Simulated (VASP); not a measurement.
Write the native input for VASP 6.6.1 that does the following.

| Quantity | Value |
| --- | --- |
| Task | relaxation of cell and atoms |
| Functional | LDA |
| Potentials or basis | VASP PAW LDA potentials, release 64 (P) |
| Cutoff | 600 eV |
| k mesh | 12 × 12 × 12 |
| Occupations | fermi-dirac, width 0.1 eV |
| Spin | no spin polarisation |
| Dipole correction | no |
| Further INCAR settings | ALGO = Normal; EDIFF = 1e-07; IBRION = 2; EDIFFG = -0.01; NSW = 80; ISIF = 3 |

The structure of P lies in POSCAR:

```
P
1.0
    2.5427581381      0.0000000000      0.0000000000
    0.0000000000      2.5427581381      0.0000000000
    0.0000000000      0.0000000000      2.5427581381
P
1
Direct
    0.0000000000      0.0000000000      0.0000000000
```

One way to write it, as run:

INCAR

```
SYSTEM = P
ALGO     = Normal         ! electronic algorithm
EDIFF    = 1E-7           ! SCF threshold, eV
EDIFFG   = -0.01          ! ionic threshold
ENCUT    = 600            ! plane-wave cutoff, eV
GGA      = CA             ! functional
IBRION   = 2              ! ionic algorithm
ISIF     = 3              ! what is computed and relaxed
ISMEAR   = -1             ! smearing method
LASPH    = .True.         ! aspherical terms in the spheres
LCHARG   = .False.        ! write CHGCAR
LREAL    = .False.        ! projectors in reciprocal space
LWAVE    = .False.        ! write WAVECAR
NELM     = 80             ! most SCF steps
NSW      = 80             ! ionic steps
PREC     = Accurate       ! precision mode
SIGMA    = 0.1            ! smearing width, eV
```

KPOINTS

```
k-points
0
Gamma
  12 12 12
  0 0 0
```

Potentials or basis: VASP PAW LDA potentials, release 64 (P).

Run with:

```sh
$ cat potpaw_LDA.64/P/POTCAR > POTCAR
$ mpirun -np 1 vasp_std > vasp.out
```

Results of the run:

```yaml
Relaxed_volume: 13.93 Å³/atom
Relaxed_cell: a = 2.406 Å, b = 2.406 Å, c = 2.406 Å, α = 90.00°, β = 90.00°, γ = 90.00°
Space_group_after_relaxing_to_0.05_Å: Pm-3m (No. 221)
Energy_gained_by_relaxing: 121.0 meV/atom
Ionic_steps: 4
Pressure_after_relaxing: 0.0 GPa
```

Caveat: the volume moved by over 15 % at a fixed basis, so the end points are rough.

It took 11 s on 1 thread of Intel(R) Xeon(R) Platinum 8488C (Sapphire Rapids) (shared host), peak memory 0.12 GiB.
